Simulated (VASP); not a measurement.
# Hf (Im-3m) in VASP: a series of runs

Runs on Hf. Level: r2SCAN. Tasks: single point.

Program: VASP 6.6.1. These are calculated values, not measurements. Logs are shortened: lines on timing, memory, paths and dates and some standing lists are left out, and cuts for length are marked.

## 1. The cell of the first run

Symmetry: Im-3m, No. 229, cubic system. Conventional cell: a = 3.340 Å, b = 3.340 Å, c = 3.340 Å, α = 90.00°, β = 90.00°, γ = 90.00°. Hf (site symmetry m-3m) has 14 Hf at 2.89 to 3.34 Å within 3.8 Å.

## 2. Single point, r2SCAN (volume scaled by 0.840)

POSCAR reads:

```
Hf
1.0
   -1.6698770413      1.6698770413      1.6698770413
    1.6698770413     -1.6698770413      1.6698770413
    1.6698770413      1.6698770413     -1.6698770413
Hf
1
Direct
    0.0000000000      0.0000000000      0.0000000000
```

INCAR.step1 reads:

```
ALGO     = Normal         # electronic algorithm
EDIFF    = 1E-4           # SCF threshold, eV
ENCUT    = 520            # plane-wave cutoff, eV
GGA      = PE             # functional
ISMEAR   = 0              # smearing method
LASPH    = True           # aspherical terms in the spheres
LCHARG   = False          # write CHGCAR
LREAL    = False          # projectors in reciprocal space
LWAVE    = True           # write WAVECAR
NBANDS   = 11             # bands
NELM     = 60             # most SCF steps
PREC     = Accurate       # precision mode
SIGMA    = 0.05           # smearing width, eV
```

INCAR.step2 reads:

```
ALGO     = Normal         # electronic algorithm
EDIFF    = 1E-7           # SCF threshold, eV
ENCUT    = 520            # plane-wave cutoff, eV
ISIF     = 2              # what is computed and relaxed
ISMEAR   = 0              # smearing method
ISTART   = 1            
LASPH    = True           # aspherical terms in the spheres
LCHARG   = False          # write CHGCAR
LMIXTAU  = True         
LREAL    = False          # projectors in reciprocal space
LWAVE    = False          # write WAVECAR
METAGGA  = R2SCAN         # meta-GGA
NBANDS   = 11             # bands
NELM     = 60             # most SCF steps
PREC     = Accurate       # precision mode
SIGMA    = 0.05           # smearing width, eV
```

KPOINTS reads:

```
k-points
0
Gamma
  18 18 18
```

Potentials or basis: VASP PAW PBE potentials, release 64 (Hf_pv).

On the command line:

```bash
$ cat potpaw_PBE.64/Hf_pv/POTCAR > POTCAR
$ cp INCAR.step1 INCAR
$ mpirun -np 1 vasp_std > vasp.out
$ cp INCAR.step2 INCAR
$ mpirun -np 1 vasp_std > vasp.out
```

OUTCAR:

```text
EDIFF = 1E-7
   ENCUT = 520
   ISIF = 2
   ISMEAR = 0
   ISTART = 1
   LASPH = True
   LREAL = False
   METAGGA = R2SCAN
   NELM = 60
   PREC = Accurate

 ion  position               nearest neighbor table
   1  0.000  0.000  0.000-

  LATTYP: Found a body centered cubic cell.
 ALAT       =     3.3397540826

  Lattice vectors:

 A1 = (  -1.6698770413,   1.6698770413,   1.6698770413)
 A2 = (   1.6698770413,  -1.6698770413,   1.6698770413)
 A3 = (   1.6698770413,   1.6698770413,  -1.6698770413)

Analysis of symmetry for initial positions (statically):
=====================================================================
 Subroutine PRICEL returns:
 Original cell was already a primitive cell.

 Routine SETGRP: Setting up the symmetry group for a
 body centered cubic supercell.

 Subroutine GETGRP returns: Found 48 space group operations
 (whereof 48 operations were pure point group operations)
 out of a pool of 48 trial point group operations.

The static configuration has the point symmetry O_h .

Analysis of symmetry for dynamics (positions and initial velocities):
=====================================================================
 Subroutine PRICEL returns:
 Original cell was already a primitive cell.

 Routine SETGRP: Setting up the symmetry group for a
 body centered cubic supercell.

 Subroutine GETGRP returns: Found 48 space group operations
 (whereof 48 operations were pure point group operations)
 out of a pool of 48 trial point group operations.

The dynamic configuration has the point symmetry O_h .

 Subroutine INISYM returns: Found 48 space group operations
 (whereof 48 operations are pure point group operations),
 and found     1 'primitive' translations

----------------------------------------------------------------------------------------

                                     Primitive cell

  volume of cell :      18.6257

  direct lattice vectors                    reciprocal lattice vectors
    -1.669877041  1.669877041  1.669877041     0.000000000  0.299423244  0.299423244
     1.669877041 -1.669877041  1.669877041     0.299423244  0.000000000  0.299423244
     1.669877041  1.669877041 -1.669877041     0.299423244  0.299423244  0.000000000

  length of vectors
     2.892311878  2.892311878  2.892311878     0.423448412  0.423448412  0.423448412

  position of ions in fractional coordinates (direct lattice)
     0.000000000  0.000000000  0.000000000

  ion indices of the primitive-cell ions
   primitive index   ion index
                 1           1

----------------------------------------------------------------------------------------

 KPOINTS: k-points

Automatic generation of k-mesh.
 Grid dimensions read from file:
 generate k-points for:   18   18   18

 Generating k-lattice:

  Cartesian coordinates                     Fractional coordinates (reciprocal lattice)
     0.000000000  0.016634625  0.016634625     0.055555556  0.000000000  0.000000000
     0.016634625  0.000000000  0.016634625     0.000000000  0.055555556  0.000000000
     0.016634625  0.016634625  0.000000000     0.000000000  0.000000000  0.055555556

  Length of vectors
     0.023524912  0.023524912  0.023524912

  Shift w.r.t. Gamma in fractional coordinates (k-lattice)
     0.000000000  0.000000000  0.000000000

 Subroutine IBZKPT returns following result:
 ===========================================

 Found    195 irreducible k-points:

 Following reciprocal coordinates:
            Coordinates               Weight
  0.000000  0.000000  0.000000      1.000000
  0.055556  0.000000  0.000000     12.000000
  0.111111  0.000000  0.000000     12.000000
  0.166667  0.000000  0.000000     12.000000
  0.222222  0.000000  0.000000     12.000000
  0.277778  0.000000  0.000000     12.000000
[... 16 lines left out ...]
  0.333333  0.111111  0.000000     48.000000
  0.388889  0.111111  0.000000     48.000000
 [... further k-points ...]
   k-points           NKPTS =    195   k-points in BZ     NKDIM =    195   number of bands    NBANDS=     11
[... 51 lines left out ...]
      5       7.2419      0.00000
      6       7.4351      0.00000
      7       8.2379      0.00000
      8      10.4637      0.00000
      9      11.0253      0.00000
     10      18.5790      0.00000
     11      21.2075      0.00000

 k-point     4 :       0.1667    0.0000    0.0000
  band No.  band energies     occupation
      1     -24.8660      2.00000
      2     -24.5737      2.00000
      3     -24.4572      2.00000
      4      -0.9224      2.00000
      5       6.8156      0.00000
      6       7.0488      0.00000
      7       8.9429      0.00000
      8      10.2598      0.00000
      9      11.0487      0.00000
     10      18.5790      0.00000
     11      21.6262      0.00000

 k-point     5 :       0.2222    0.0000    0.0000
  band No.  band energies     occupation
      1     -25.1220      2.00000
      2     -24.6511      2.00000
      3     -24.4601      2.00000
      4      -0.1221      2.00000
      5       6.3478      0.00000
      6       6.5588      0.00000
      7       9.8988      0.00000
      8      10.3430      0.00000
      9      11.1354      0.00000
     10      18.5790      0.00000
     11      21.5813      0.00000
[... 211 lines left out ...]
 k-point    21 :       0.2222    0.1111    0.0000
  band No.  band energies     occupation
      1     -25.4164      2.00000
      2     -24.7513      2.00000
      3     -24.5228      2.00000
      4       1.0432      2.00000
      5       5.7424      1.18520
      6       6.0084      0.00000
      7      10.1108      0.00000
      8      11.6097      0.00000
      9      11.8245      0.00000
     10      18.5790      0.00000
     11      21.0407      0.00000

 k-point    22 :       0.2778    0.1111    0.0000
  band No.  band energies     occupation
      1     -25.6173      2.00000
      2     -24.8428      2.00000
      3     -24.5286      2.00000
      4       1.6726      2.00000
      5       5.4426      2.00000
      6       5.9308      0.00000
      7      10.4415      0.00000
      8      11.9996      0.00000
      9      12.9195      0.00000
     10      18.5791      0.00000
     11      19.9475      0.00000

 k-point    23 :       0.3333    0.1111    0.0000
  band No.  band energies     occupation
      1     -25.7761      2.00000
      2     -24.9177      2.00000
      3     -24.5328      2.00000
      4       1.9898      2.00000
      5       5.2267      2.00000
      6       6.2545      0.00000
      7      10.7417      0.00000
      8      12.1475      0.00000
      9      14.2448      0.00000
     10      18.5791      0.00000
     11      19.1331      0.00000

 k-point    24 :       0.3889    0.1111    0.0000
  band No.  band energies     occupation
      1     -25.8776      2.00000
      2     -24.9666      2.00000
      3     -24.5354      2.00000
      4       2.0735      2.00000
      5       5.0869      2.00000
      6       6.7577      0.00000
      7      10.8332      0.00000
      8      12.3415      0.00000
      9      15.3712      0.00000
     10      18.5788      0.00000
     11      18.6225      0.00000

 [... further k-points ...]

------------------------ aborting loop because EDIFF is reached ----------------------------------------

  FORCE on cell =-STRESS in cart. coord.  units (eV):
  Direction    XX          YY          ZZ          XY          YZ          ZX
  --------------------------------------------------------------------------------------
  -------------------------------------------------------------------------------------
  Total        2.6506819      2.6506819      2.6506819      0.0000000     -0.0000000     -0.0000000
  in kB      228.0104388    228.0104388    228.0104388      0.0000000     -0.0000000     -0.0000000
  external PRESSURE =     228.0104388 kB  Pullay stress =       0.0000000 kB

 VOLUME and BASIS-vectors are now :
 -----------------------------------------------------------------------------
  energy-cutoff  :      520.00
  volume of cell :       18.63
      direct lattice vectors                 reciprocal lattice vectors
    -1.669877041  1.669877041  1.669877041     0.000000000  0.299423244  0.299423244
     1.669877041 -1.669877041  1.669877041     0.299423244  0.000000000  0.299423244
     1.669877041  1.669877041 -1.669877041     0.299423244  0.299423244  0.000000000

 POSITION                                       TOTAL-FORCE (eV/Angst)
 -----------------------------------------------------------------------------------
      0.00000      0.00000      0.00000         0.000000      0.000000      0.000000
 -----------------------------------------------------------------------------------
    total drift:                                0.000000      0.000000      0.000000

  FREE ENERGIE OF THE ION-ELECTRON SYSTEM (eV)
  ---------------------------------------------------
  free  energy   TOTEN  =       -44.7205445071 eV

  energy  without entropy=      -44.7183899014  energy(sigma->0) =      -44.71946720
```

Wall time 1.8 min (1 thread of Intel Xeon Platinum 8259CL at 2.50GHz (Skylake/Cascade Lake), shared host); peak memory 0.17 GiB.

What came out:

- Free energy: -44.7205 eV
- Pressure: 22.8 GPa
- Band gap on the k mesh: zero (band 5 reaches 7.66 eV, above the bottom of band 6 at 4.91 eV)

Levels at points of the mesh, in eV from the Fermi level:
```
           k point  band 3  band 4  band 5  band 6  band 7  band 8
(0.00, 0.00, 0.00)  -30.20   -7.92    1.91    1.91    1.91    5.29
(0.50, 0.00, 0.00)  -30.22   -4.10   -0.76    1.80    5.31    6.50
(0.50, 0.50, 0.50)  -31.22   -3.64   -3.64    8.59    8.59    8.59
```

Caveat: the PAW data sets were made with another functional, which shifts forces and pressure a little; spin-orbit coupling is left out, which moves the levels of the heavy elements.

## 3. Single point, r2SCAN (volume scaled by 0.640)

POSCAR reads:

```
Hf
1.0
   -1.5251693055      1.5251693055      1.5251693055
    1.5251693055     -1.5251693055      1.5251693055
    1.5251693055      1.5251693055     -1.5251693055
Hf
1
Direct
    0.0000000000      0.0000000000      0.0000000000
```

INCAR.step1 reads:

```
PREC = Accurate
ENCUT = 520
ISMEAR = 0
SIGMA = 0.05
LREAL = F
LASPH = T
NELM = 100
NBANDS = 11
GGA = PE
ALGO = Normal
EDIFF = 1E-4
LWAVE = T
LCHARG = F
```

INCAR.step2 reads:

```
PREC = Accurate
ENCUT = 520
EDIFF = 1E-6
ISMEAR = 0
SIGMA = 0.05
LREAL = F
LASPH = T
NELM = 100
ALGO = Normal
ISIF = 2
LWAVE = F
LCHARG = T
METAGGA = R2SCAN
LMIXTAU = T
LELF = T
LVHAR = T
NBANDS = 11
ISTART = 1
```

KPOINTS reads:

```
regular mesh
0
Gamma
  20 20 20
```

Potentials or basis: VASP PAW PBE potentials, release 64 (Hf_pv).

On the command line:

```bash
$ cat potpaw_PBE.64/Hf_pv/POTCAR > POTCAR
$ cp INCAR.step1 INCAR
$ mpirun -np 1 vasp_std > vasp.out
$ cp INCAR.step2 INCAR
$ mpirun -np 1 vasp_std > vasp.out
```

Wall time 1.9 min (1 thread of Intel Xeon Platinum 8259CL at 2.50GHz (Skylake/Cascade Lake), shared host); peak memory 0.16 GiB.

The run converged. Its results:

```
Free energy            : -43.3130 eV
Pressure               : 90.9 GPa
Band gap on the k mesh : zero (band 5 reaches 9.91 eV, above the bottom of band 6 at 6.81 eV)
```

Levels at points of the mesh, in eV from the Fermi level:
| k point | band 2 | band 3 | band 4 | band 5 | band 6 | band 7 | band 8 | band 9 |
| --- | --- | --- | --- | --- | --- | --- | --- | --- |
| (0.00, 0.00, 0.00) | -29.17 | -29.17 | -8.39 | 1.85 | 1.85 | 1.85 | 6.19 | 6.19 |
| (0.50, 0.00, 0.00) | -30.16 | -29.24 | -5.35 | -1.74 | 4.14 | 6.61 | 8.09 | 12.79 |
| (0.50, 0.50, 0.50) | -31.33 | -31.33 | -5.56 | -5.56 | 11.10 | 11.10 | 11.10 | 12.69 |

Caveat: the PAW data sets were made with another functional, which shifts forces and pressure a little; spin-orbit coupling is left out, which moves the levels of the heavy elements.

## 4. Single point, r2SCAN (volume scaled by 0.880)

POSCAR reads:

```
Hf
1.0
   -1.6959730851      1.6959730851      1.6959730851
    1.6959730851     -1.6959730851      1.6959730851
    1.6959730851      1.6959730851     -1.6959730851
Hf
1
Direct
    0.0000000000      0.0000000000      0.0000000000
```

INCAR.step1 reads:

```
SYSTEM = Hf
  PREC = Accurate
  ENCUT = 520
  ISMEAR = 0
  SIGMA = 0.05
  LREAL = .False.
  LASPH = .True.
  NELM = 60
  NBANDS = 11
  GGA = PE
  ALGO = Normal
  EDIFF = 1E-4
  LWAVE = .True.
  LCHARG = .False.
```

INCAR.step2 reads:

```
SYSTEM = Hf
  PREC = Accurate
  ENCUT = 520
  EDIFF = 1E-7
  ISMEAR = 0
  SIGMA = 0.05
  LREAL = .False.
  LASPH = .True.
  NELM = 60
  ALGO = Normal
  ISIF = 2
  LWAVE = .False.
  LCHARG = .True.
  METAGGA = R2SCAN
  LMIXTAU = .True.
  LELF = .True.
  LVHAR = .True.
  NBANDS = 11
  ISTART = 1
```

KPOINTS reads:

```
Automatic mesh
0
Gamma
  18 18 18
  0 0 0
```

On the command line:

```bash
$ cat potpaw_PBE.64/Hf_pv/POTCAR > POTCAR
$ cp INCAR.step1 INCAR
$ mpirun -np 1 vasp_std > vasp.out
$ cp INCAR.step2 INCAR
$ mpirun -np 1 vasp_std > vasp.out
```

Run time: 95 s. Hardware: 1 thread of Intel Xeon Platinum 8259CL at 2.50GHz (Skylake/Cascade Lake), shared host; peak memory 0.18 GiB.

Results (log left out):

```yaml
Free_energy: -44.8263 eV
Pressure: 15.5 GPa
Band_gap_on_the_k_mesh: zero (band 5 reaches 7.29 eV, above the bottom of band 6 at 4.63 eV)
```

Levels at points of the mesh, in eV from the Fermi level:
```csv
k point,band 3,band 4,band 5,band 6,band 7,band 8
"(0.00, 0.00, 0.00)",-30.41,-7.81,1.87,1.87,1.87,5.10
"(0.50, 0.00, 0.00)",-30.43,-3.94,-0.66,1.50,5.08,6.22
"(0.50, 0.50, 0.50)",-31.30,-3.39,-3.39,8.18,8.18,8.18
```

Caveat: the PAW data sets were made with another functional, which shifts forces and pressure a little; spin-orbit coupling is left out, which moves the levels of the heavy elements.

## 5. Single point, r2SCAN (volume scaled by 0.680)

POSCAR reads:

```
Hf
1.0
   -1.5563037693      1.5563037693      1.5563037693
    1.5563037693     -1.5563037693      1.5563037693
    1.5563037693      1.5563037693     -1.5563037693
Hf
1
Direct
    0.0000000000      0.0000000000      0.0000000000
```

INCAR.step1 reads:

```
SYSTEM = Hf
  PREC = Accurate
  ENCUT = 520
  ISMEAR = 0
  SIGMA = 0.05
  LREAL = .FALSE.
  LASPH = .TRUE.
  NELM = 60
  NBANDS = 11
  GGA = PE
  ALGO = Normal
  EDIFF = 1E-4
  LWAVE = .TRUE.
  LCHARG = .FALSE.
```

INCAR.step2 reads:

```
SYSTEM = Hf
  PREC = Accurate
  ENCUT = 520
  EDIFF = 1E-6
  ISMEAR = 0
  SIGMA = 0.05
  LREAL = .FALSE.
  LASPH = .TRUE.
  NELM = 60
  ALGO = Normal
  ISIF = 2
  LWAVE = .FALSE.
  LCHARG = .FALSE.
  METAGGA = R2SCAN
  LMIXTAU = .TRUE.
  NBANDS = 11
  ISTART = 1
```

KPOINTS reads:

```
regular mesh
0
G
  20 20 20
  0 0 0
```

On the command line:

```bash
$ cat potpaw_PBE.64/Hf_pv/POTCAR > POTCAR
$ cp INCAR.step1 INCAR
$ mpirun -np 1 vasp_std > vasp.out
$ cp INCAR.step2 INCAR
$ mpirun -np 1 vasp_std > vasp.out
```

It took 2.7 min on 1 thread of Intel Xeon Platinum 8259CL at 2.50GHz (Skylake/Cascade Lake), shared host; peak memory 0.16 GiB.

The run converged. Its results:

- Free energy: -43.7559 eV
- Pressure: 70.0 GPa
- Band gap on the k mesh: zero (band 5 reaches 9.40 eV, above the bottom of band 6 at 6.40 eV)

Levels at points of the mesh, in eV from the Fermi level:
| k point | band 2 | band 3 | band 4 | band 5 | band 6 | band 7 | band 8 | band 9 |
| --- | --- | --- | --- | --- | --- | --- | --- | --- |
| (0.00, 0.00, 0.00) | -29.42 | -29.42 | -8.36 | 1.87 | 1.87 | 1.87 | 5.98 | 5.98 |
| (0.50, 0.00, 0.00) | -30.26 | -29.47 | -5.07 | -1.50 | 3.48 | 6.29 | 7.70 | 12.02 |
| (0.50, 0.50, 0.50) | -31.26 | -31.26 | -5.10 | -5.10 | 10.48 | 10.48 | 10.48 | 11.80 |

Caveat: the PAW data sets were made with another functional, which shifts forces and pressure a little; spin-orbit coupling is left out, which moves the levels of the heavy elements.

## 6. Single point, r2SCAN (volume scaled by 0.920)

POSCAR reads:

```
Hf
1.0
   -1.7212898487      1.7212898487      1.7212898487
    1.7212898487     -1.7212898487      1.7212898487
    1.7212898487      1.7212898487     -1.7212898487
Hf
1
Direct
    0.0000000000      0.0000000000      0.0000000000
```

INCAR.step1 reads:

```
PREC = Accurate ; ENCUT = 520
ISMEAR = 0 ; SIGMA = 0.05
LREAL = False ; LASPH = True
NELM = 60 ; NBANDS = 11
GGA = PE ; ALGO = Normal
EDIFF = 1E-4 ; LWAVE = True
LCHARG = False
```

INCAR.step2 reads:

```
PREC = Accurate ; ENCUT = 520
EDIFF = 1E-6 ; ISMEAR = 0
SIGMA = 0.05 ; LREAL = False
LASPH = True ; NELM = 60
ALGO = Normal ; ISIF = 2
LWAVE = False ; LCHARG = False
METAGGA = R2SCAN ; LMIXTAU = True
NBANDS = 11 ; ISTART = 1
```

KPOINTS reads:

```
Automatic mesh
0
Gamma
  18 18 18
```

Potentials or basis: VASP PAW PBE potentials, release 64 (Hf_pv).

On the command line:

```bash
$ cat potpaw_PBE.64/Hf_pv/POTCAR > POTCAR
$ cp INCAR.step1 INCAR
$ mpirun -np 1 vasp_std > vasp.out
$ cp INCAR.step2 INCAR
$ mpirun -np 1 vasp_std > vasp.out
```

It took 2 min on 1 thread of Intel Xeon Platinum 8259CL at 2.50GHz (Skylake/Cascade Lake), shared host; peak memory 0.17 GiB.

The run converged. Its results:

| Property | Result |
| --- | --- |
| Free energy | -44.8955 eV |
| Pressure | 9.5 GPa |
| Band gap on the k mesh | zero (band 5 reaches 6.94 eV, above the bottom of band 6 at 4.34 eV) |

Levels at points of the mesh, in eV from the Fermi level:
| k point | band 1 | band 2 | band 3 | band 4 | band 5 | band 6 | band 7 | band 8 | band 9 | band 10 |
| --- | --- | --- | --- | --- | --- | --- | --- | --- | --- | --- |
| (0.00, 0.00, 0.00) | -30.59 | -30.59 | -30.59 | -7.67 | 1.85 | 1.85 | 1.85 | 4.94 | 4.94 | 12.49 |
| (0.50, 0.00, 0.00) | -31.73 | -30.95 | -30.60 | -3.78 | -0.56 | 1.27 | 4.88 | 5.97 | 8.79 | 11.40 |
| (0.50, 0.50, 0.50) | -31.37 | -31.37 | -31.37 | -3.15 | -3.15 | 7.82 | 7.82 | 7.82 | 8.32 | 8.32 |

Caveat: the PAW data sets were made with another functional, which shifts forces and pressure a little; spin-orbit coupling is left out, which moves the levels of the heavy elements.

## 7. The runs side by side

| cell | k mesh | gap on the mesh (eV) | pressure (GPa) |
| --- | --- | --- | --- |
| a = 2.892 Å, angles 109.5°, 1 atom | 18 × 18 × 18 | none | 22.8 |
| a = 2.642 Å, angles 109.5°, 1 atom | 20 × 20 × 20 | none | 90.9 |
| a = 2.938 Å, angles 109.5°, 1 atom | 18 × 18 × 18 | none | 15.5 |
| a = 2.696 Å, angles 109.5°, 1 atom | 20 × 20 × 20 | none | 70.0 |
| a = 2.981 Å, angles 109.5°, 1 atom | 18 × 18 × 18 | none | 9.5 |

Alike in all rows: task single point; level r2SCAN; potentials or basis VASP PAW PBE potentials, release 64 (Hf_pv); no spin polarisation; cutoff (eV) 520; smearing gaussian 0.05 eV.

Caveats: the PAW data sets were made with another functional, which shifts forces and pressure a little; spin-orbit coupling is left out, which moves the levels of the heavy elements.

Absolute energies hang on the potentials; compare differences alone.
